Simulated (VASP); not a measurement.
# PtSe2 (P-3m1) in VASP: further runs

The runs below take PtSe2 through dielectric tensor, electric field gradients, with PBE.

Program: VASP 6.6.1. These are calculated values, not measurements. Logs are shortened: lines on timing, memory, paths and dates and some standing lists are left out, and cuts for length are marked.

## 1. The cell of the first run

It takes space group P-3m1 (No. 164, trigonal). Conventional cell: a = 3.717 Å, b = 3.717 Å, c = 5.820 Å, α = 90.00°, β = 90.00°, γ = 120.00°. Pt (site symmetry -3m) has 6 Se at 2.52 Å within 3.3 Å. Within 3.4 Å of Se (site symmetry 3m) lie 3 Pt at 2.52 Å and 3 Se at 3.39 Å.

## 2. Dielectric tensor, PBE

Input file INCAR:

```
PREC = Accurate ; ENCUT = 520
EDIFF = 1E-8 ; ISMEAR = 0
SIGMA = 0.01 ; LREAL = F
LASPH = T ; NELM = 60
ALGO = Normal ; ISIF = 2
LWAVE = F ; LCHARG = F
GGA = PE ; LEPSILON = T
```

Input file KPOINTS:

```
regular mesh
0
Gamma
  9 9 5
```

Input file POSCAR:

```
PtSe2
1.0
    3.7173065480      0.0000000000      0.0000000000
   -1.8586532740      3.2192819042      0.0000000000
    0.0000000000      0.0000000000      5.8200740200
Pt Se
1 2
Direct
    0.0000000000      0.0000000000      0.0000000000
    0.6666666667      0.3333333333      0.7746118400
    0.3333333333      0.6666666667      0.2253881600
```

Potentials or basis: VASP PAW PBE potentials, release 64 (Pt, Se).

Launch:

```bash
$ cat potpaw_PBE.64/Pt/POTCAR potpaw_PBE.64/Se/POTCAR > POTCAR
$ mpirun -np 1 vasp_std > vasp.out
```

OUTCAR:

```text
PREC = Accurate
   ENCUT = 520
   EDIFF = 1E-8
   ISMEAR = 0
   LREAL = F
   LASPH = T
   NELM = 60
   ISIF = 2
   GGA = PE
   LEPSILON = T

 ion  position               nearest neighbor table
   1  0.000  0.000  0.000-   2 2.52   3 2.52   3 2.52   2 2.52   2 2.52   3 2.52
   2  0.667  0.333  0.775-   1 2.52   1 2.52   1 2.52
   3  0.333  0.667  0.225-   1 2.52   1 2.52   1 2.52

  LATTYP: Found a hexagonal cell.
 ALAT       =     3.7173065480
 C/A-ratio  =     1.5656696441

  Lattice vectors:

 A1 = (   3.7173065480,   0.0000000000,   0.0000000000)
 A2 = (  -1.8586532740,   3.2192819042,   0.0000000000)
 A3 = (   0.0000000000,   0.0000000000,   5.8200740200)

Analysis of symmetry for initial positions (statically):
=====================================================================
 Subroutine PRICEL returns:
 Original cell was already a primitive cell.

 Routine SETGRP: Setting up the symmetry group for a
 hexagonal supercell.

 Subroutine GETGRP returns: Found 12 space group operations
 (whereof 12 operations were pure point group operations)
 out of a pool of 24 trial point group operations.

The static configuration has the point symmetry D_3d.

Analysis of symmetry for dynamics (positions and initial velocities):
=====================================================================
 Subroutine PRICEL returns:
 Original cell was already a primitive cell.

 Routine SETGRP: Setting up the symmetry group for a
 hexagonal supercell.

 Subroutine GETGRP returns: Found 12 space group operations
 (whereof 12 operations were pure point group operations)
 out of a pool of 24 trial point group operations.

The dynamic configuration has the point symmetry D_3d.

 Subroutine INISYM returns: Found 12 space group operations
 (whereof 12 operations are pure point group operations),
 and found     1 'primitive' translations

----------------------------------------------------------------------------------------

                                     Primitive cell

  volume of cell :      69.6492

  direct lattice vectors                    reciprocal lattice vectors
     3.717306548  0.000000000  0.000000000     0.269011981  0.155314140  0.000000000
    -1.858653274  3.219281904  0.000000000     0.000000000  0.310628280  0.000000000
     0.000000000  0.000000000  5.820074020     0.000000000  0.000000000  0.171819121

  length of vectors
     3.717306548  3.717306548  5.820074020     0.310628280  0.310628280  0.171819121

  position of ions in fractional coordinates (direct lattice)
     0.000000000  0.000000000  0.000000000
     0.666666667  0.333333333  0.774611840
     0.333333333  0.666666667  0.225388160

  ion indices of the primitive-cell ions
   primitive index   ion index
                 1           1
                 2           2
                 3           3

----------------------------------------------------------------------------------------

 KPOINTS: regular mesh

Automatic generation of k-mesh.
 Grid dimensions read from file:
 generate k-points for:    9    9    5

 Generating k-lattice:

  Cartesian coordinates                     Fractional coordinates (reciprocal lattice)
     0.029890220  0.017257127  0.000000000     0.111111111  0.000000000  0.000000000
     0.000000000  0.034514253  0.000000000     0.000000000  0.111111111  0.000000000
     0.000000000  0.000000000  0.034363824     0.000000000  0.000000000  0.200000000

  Length of vectors
     0.034514253  0.034514253  0.034363824

  Shift w.r.t. Gamma in fractional coordinates (k-lattice)
     0.000000000  0.000000000  0.000000000

 Subroutine IBZKPT returns following result:
[... 86 lines left out ...]

--------------------------------------- Ionic step        1  -------------------------------------------

 number of electron      21.9999998 magnetization

 E-fermi :   4.7214     XC(G=0):  -9.7937

 val. band max:        4.6161271127   @ k =   0.1111   0.0000   0.0000
 cond. band min:       5.2182998405   @ k =   0.0000   0.2222   0.4000
 fundamental gap:      0.6021727278
 Fermi energy:         4.7214235530

 k-point     1 :       0.0000    0.0000    0.0000
  band No.  band energies     occupation
      1     -10.1408      2.00000
      2      -8.0855      2.00000
      3      -1.5561      2.00000
      4      -1.1177      2.00000
      5      -1.1177      2.00000
      6       1.1395      2.00000
      7       1.1395      2.00000
      8       2.4891      2.00000
      9       4.0410      2.00000
     10       4.0410      2.00000
     11       4.5741      2.00000
     12       6.8409      0.00000
     13       6.8409      0.00000
     14       8.8145      0.00000
[... 401 lines left out ...]
      2      -8.2657      2.00000
      3      -1.2026      2.00000
      4      -0.8615      2.00000
      5      -0.4627      2.00000
      6       0.0165      2.00000
      7       0.6721      2.00000
      8       1.6920      2.00000
      9       3.0680      2.00000
     10       3.1546      2.00000
     11       4.2628      2.00000
     12       5.3196      0.00000
     13       6.3171      0.00000
     14       9.7791      0.00000
     15      11.6868      0.00000

 [... further k-points ...]

  FORCE on cell =-STRESS in cart. coord.  units (eV):
  Direction    XX          YY          ZZ          XY          YZ          ZX
  --------------------------------------------------------------------------------------
  -------------------------------------------------------------------------------------
  Total        1.2170330      1.2170330      0.5961741      0.0000000      0.0000000      0.0000000
  in kB       27.9960678     27.9960678     13.7141152      0.0000000      0.0000000      0.0000000
  external PRESSURE =      23.2354169 kB  Pullay stress =       0.0000000 kB

 VOLUME and BASIS-vectors are now :
 -----------------------------------------------------------------------------
  energy-cutoff  :      520.00
  volume of cell :       69.65
      direct lattice vectors                 reciprocal lattice vectors
     3.717306548  0.000000000  0.000000000     0.269011981  0.155314140  0.000000000
    -1.858653274  3.219281904  0.000000000     0.000000000  0.310628280  0.000000000
     0.000000000  0.000000000  5.820074020     0.000000000  0.000000000  0.171819121

 POSITION                                       TOTAL-FORCE (eV/Angst)
 -----------------------------------------------------------------------------------
      0.00000      0.00000      0.00000         0.000000      0.000000      0.000000
      1.85865      1.07309      4.50830         0.000000      0.000000     -0.137391
     -0.00000      2.14619      1.31178        -0.000000     -0.000000      0.137391
 -----------------------------------------------------------------------------------
    total drift:                               -0.000000      0.000000      0.000000

  FREE ENERGIE OF THE ION-ELECTRON SYSTEM (eV)
  ---------------------------------------------------
  free  energy   TOTEN  =       -14.2818821114 eV

  energy  without entropy=      -14.2818821114  energy(sigma->0) =      -14.28188211

 HEAD OF MICROSCOPIC STATIC DIELECTRIC TENSOR (INDEPENDENT PARTICLE, excluding Hartree and local field effects)
 ------------------------------------------------------
          22.983374     0.000000     0.000000
           0.000000    22.983374    -0.000000
           0.000000     0.000000    16.611409
 ------------------------------------------------------

 Free energy of the ion-electron system (eV)
  ---------------------------------------------------
  ---------------------------------------------------
  free energy    TOTEN  =        -4.29583784 eV

  energy without entropy =       -4.29583784

------------------------ aborting loop because EDIFF is reached ----------------------------------------

--------------------------------------- Ionic step        2  -------------------------------------------

------------------------ aborting loop because EDIFF is reached ----------------------------------------

--------------------------------------- Ionic step        3  -------------------------------------------

 Free energy of the ion-electron system (eV)
  ---------------------------------------------------
  ---------------------------------------------------
  free energy    TOTEN  =        -2.13822343 eV

  energy without entropy =       -2.13822343

------------------------ aborting loop because EDIFF is reached ----------------------------------------

 PIEZOELECTRIC TENSOR FIELD DIRECTION 3  (e Angst)
 -----------------------------------------------------------------------------
     0.00443  0.00000  0.00000           (  0.00007  0.00000  0.00000)
    -0.00000  0.00443  0.00000           (  0.00000  0.00007  0.00000)
     0.00000 -0.00000 -0.02108           (  0.00000  0.00000 -0.00010)

 PIEZOELECTRIC TENSOR FIELD DIRECTION 3  (C/m^2)
 -----------------------------------------------------------------------------
     0.00102  0.00000  0.00000
    -0.00000  0.00102  0.00000
     0.00000 -0.00000 -0.00485

 MACROSCOPIC STATIC DIELECTRIC TENSOR (including local field effects in DFT)
 ------------------------------------------------------
          21.534815     0.000000     0.000000
           0.000000    21.534815     0.000000
          -0.000000     0.000000    11.553218
 ------------------------------------------------------

 PIEZOELECTRIC TENSOR (including local field effects)  for field in x, y, z        (e  Angst)
          XX          YY          ZZ          XY          YZ          ZX
  --------------------------------------------------------------------------------
  x     0.00000     0.00000     0.00000     0.00000     0.00000     0.00000
  y     0.00000     0.00000     0.00000     0.00000     0.00000     0.00000
  z     0.00000     0.00000     0.00000     0.00000     0.00000     0.00000

 PIEZOELECTRIC TENSOR (including local field effects)  for field in x, y, z        (C/m^2)
          XX          YY          ZZ          XY          YZ          ZX
  --------------------------------------------------------------------------------
  x     0.00000     0.00000     0.00000     0.00000     0.00000     0.00000
  y     0.00000     0.00000     0.00000     0.00000     0.00000     0.00000
  z     0.00000     0.00000     0.00000     0.00000     0.00000     0.00000

 BORN EFFECTIVE CHARGES (including local field effects) (in |e|, cummulative output)
 ---------------------------------------------------------------------------------
 ion    1
    1     2.63237     0.00000     0.00000
    2     0.00000     2.63237    -0.00000
    3    -0.00000    -0.00000    -0.11674
 ion    2
    1    -1.31618     0.00000     0.00000
    2     0.00000    -1.31618     0.00000
    3     0.00000     0.00000     0.05837
 ion    3
    1    -1.31618     0.00000     0.00000
    2     0.00000    -1.31618     0.00000
    3    -0.00000     0.00000     0.05837
```

Run time: 4.6 min. Hardware: 1 thread of Intel Xeon 6975P-C (Granite Rapids), shared host; peak memory 0.47 GiB.

Results:

```
Band gap on the k mesh                  : 0.60 eV (least direct gap 0.77 eV)
Electronic dielectric tensor (diagonal) : 21.53, 21.53, 11.55
Born charges (mean of the diagonal)     : Pt +1.72; Se -0.86 e
```

Levels at points of the mesh, in eV from the valence-band top:
| k point | band 8 | band 9 | band 10 | band 11 | band 12 | band 13 | band 14 | band 15 |
| --- | --- | --- | --- | --- | --- | --- | --- | --- |
| (0.00, 0.00, 0.00) | -2.13 | -0.58 | -0.58 | -0.04 | 2.22 | 2.22 | 4.20 | 4.69 |

Electronic dielectric tensor:
```
21.53  0.00  0.00
 0.00 21.53  0.00
 0.00  0.00 11.55
```

Born effective charge tensors (e):
atom 1, Pt
```
 2.63  0.00  0.00
 0.00  2.63  0.00
 0.00  0.00 -0.12
```
atom 2, Se
```
-1.32  0.00  0.00
 0.00 -1.32  0.00
 0.00  0.00  0.06
```
atom 3, Se
```
-1.32  0.00  0.00
 0.00 -1.32  0.00
 0.00  0.00  0.06
```

Caveat: the gap is small at this level, which inflates the dielectric constant; spin-orbit coupling is left out, which moves the levels of the heavy elements; an odd mesh through Γ misses points on the zone boundary, where band edges can lie; this functional lacks dispersion, which binds the layers, so the pressure and a relaxed spacing across them are unreliable.

## 3. Electric field gradients, PBE

Input file INCAR:

```
PREC = Accurate
ENCUT = 520
EDIFF = 1E-8
ISMEAR = -1
SIGMA = 0.02
LREAL = F
LASPH = T
NELM = 100
ALGO = Normal
ISIF = 2
LWAVE = F
LCHARG = F
GGA = PE
LEFG = T
ISYM = 0
NBANDS = 18
```

Input file KPOINTS:

```
Automatic mesh
0
Gamma
  9 9 5
  0.5 0.5 0.5
```

POSCAR is that of step 2.

Potentials or basis: VASP PAW PBE potentials, release 64 (Pt, Se).

Launch:

```bash
$ cat potpaw_PBE.64/Pt/POTCAR potpaw_PBE.64/Se/POTCAR > POTCAR
$ mpirun -np 1 vasp_std > vasp.out
```

OUTCAR:

```text
PREC = Accurate
   ENCUT = 520
   EDIFF = 1E-8
   ISMEAR = -1
   LREAL = F
   LASPH = T
   NELM = 100
   ISIF = 2
   GGA = PE
   ISYM = 0

 ion  position               nearest neighbor table
   1  0.000  0.000  0.000-   2 2.52   3 2.52   3 2.52   2 2.52   2 2.52   3 2.52
   2  0.667  0.333  0.775-   1 2.52   1 2.52   1 2.52
   3  0.333  0.667  0.225-   1 2.52   1 2.52   1 2.52

IMPORTANT INFORMATION: All symmetrisations will be switched off!
NOSYMM: (Re-)initialisation of all symmetry stuff for point group C_1.

----------------------------------------------------------------------------------------

                                     Primitive cell

  volume of cell :      69.6492

  direct lattice vectors                    reciprocal lattice vectors
     3.717306548  0.000000000  0.000000000     0.269011981  0.155314140  0.000000000
    -1.858653274  3.219281904  0.000000000     0.000000000  0.310628280  0.000000000
     0.000000000  0.000000000  5.820074020     0.000000000  0.000000000  0.171819121

  length of vectors
     3.717306548  3.717306548  5.820074020     0.310628280  0.310628280  0.171819121

  position of ions in fractional coordinates (direct lattice)
     0.000000000  0.000000000  0.000000000
     0.666666667  0.333333333  0.774611840
     0.333333333  0.666666667  0.225388160

  ion indices of the primitive-cell ions
   primitive index   ion index
                 1           1
                 2           2
                 3           3

----------------------------------------------------------------------------------------

[... 613 lines left out ...]
      6      -0.1388      2.00000
[... 10 lines left out ...]
     17      13.4675      0.00000
     18      13.8332      0.00000

 [... further k-points ...]

------------------------ aborting loop because EDIFF is reached ----------------------------------------

  FORCE on cell =-STRESS in cart. coord.  units (eV):
  Direction    XX          YY          ZZ          XY          YZ          ZX
  --------------------------------------------------------------------------------------
  -------------------------------------------------------------------------------------
  Total        1.2168699      1.2168711      0.5972286      0.0000012     -0.0000001      0.0000001
  in kB       27.9923167     27.9923436     13.7383734      0.0000280     -0.0000028      0.0000026
  external PRESSURE =      23.2410112 kB  Pullay stress =       0.0000000 kB

 VOLUME and BASIS-vectors are now :
 -----------------------------------------------------------------------------
  energy-cutoff  :      520.00
  volume of cell :       69.65
      direct lattice vectors                 reciprocal lattice vectors
     3.717306548  0.000000000  0.000000000     0.269011981  0.155314140  0.000000000
    -1.858653274  3.219281904  0.000000000     0.000000000  0.310628280  0.000000000
     0.000000000  0.000000000  5.820074020     0.000000000  0.000000000  0.171819121

 POSITION                                       TOTAL-FORCE (eV/Angst)
 -----------------------------------------------------------------------------------
      0.00000      0.00000      0.00000        -0.000000     -0.000000     -0.000000
      1.85865      1.07309      4.50830         0.000000     -0.000000     -0.135984
     -0.00000      2.14619      1.31178        -0.000000      0.000000      0.135984
 -----------------------------------------------------------------------------------
    total drift:                                0.000000      0.000000      0.000000

  FREE ENERGIE OF THE ION-ELECTRON SYSTEM (eV)
  ---------------------------------------------------
  free  energy   TOTEN  =       -14.2817342735 eV

  energy  without entropy=      -14.2817338349  energy(sigma->0) =      -14.28173405

 Electric field gradients (V/A^2)
---------------------------------------------------------------------
 ion       V_xx      V_yy      V_zz      V_xy      V_xz      V_yz
---------------------------------------------------------------------
   1     -61.140   -61.140   122.280    -0.000    -0.000     0.000
   2      39.412    39.412   -78.824    -0.000    -0.000     0.000
   3      39.412    39.412   -78.824    -0.000    -0.000     0.000
---------------------------------------------------------------------

 Electric field gradients after diagonalization (V/A^2)
 (convention: |V_zz| > |V_xx| > |V_yy|)
----------------------------------------------------------------------
 ion       V_xx      V_yy      V_zz     asymmetry (V_yy - V_xx)/ V_zz
----------------------------------------------------------------------
   1     -61.140   -61.140   122.280       0.000
   2      39.412    39.411   -78.824       0.000
   3      39.412    39.411   -78.824       0.000
----------------------------------------------------------------------

           NMR quadrupolar parameters

 Cq : quadrupolar parameter    Cq=e*Q*V_zz/h
 eta: asymmetry parameters     (V_yy - V_xx)/ V_zz
 Q  : nuclear electric quadrupole moment in mb (millibarn)
----------------------------------------------------------------------
 ion       Cq(MHz)       eta       Q (mb)
----------------------------------------------------------------------
   1       0.296       0.000       1.000
   2      -0.191       0.000       1.000
   3      -0.191       0.000       1.000
----------------------------------------------------------------------
```

Wall time 4.8 min (1 thread of Intel Xeon 6975P-C (Granite Rapids), shared host); peak memory 0.8 GiB.

What came out:

| Property | Result |
| --- | --- |
| Free energy | -14.2817 eV |
| Pressure | 2.3 GPa |
| Largest force | 0.136 eV/Å |
| Band gap on the k mesh | 0.39 eV (least direct gap 0.73 eV) |
| Largest electric field gradient by atom | Pt +122.3; Se -78.8 V/Å² |

Forces on the atoms (eV/Å):
```
Pt   0.000  0.000  0.000
Se   0.000  0.000 -0.136
Se   0.000  0.000  0.136
```

Electric field gradients, principal values (V/Å²):
```tsv
atom	least	middle	greatest (by size)
1 Pt	-61.140	-61.140	122.280
2 Se	39.411	39.412	-78.824
3 Se	39.411	39.412	-78.824
```

Caveat: without QUAD_EFG the Cq values of the log hold for a quadrupole moment of 1 mb, not for the nuclei; spin-orbit coupling is left out, which moves the levels of the heavy elements; a shifted mesh leaves out Γ, where band edges can lie; this functional lacks dispersion, which binds the layers, so the pressure and a relaxed spacing across them are unreliable.

(Part 1 of 2 ends here.)
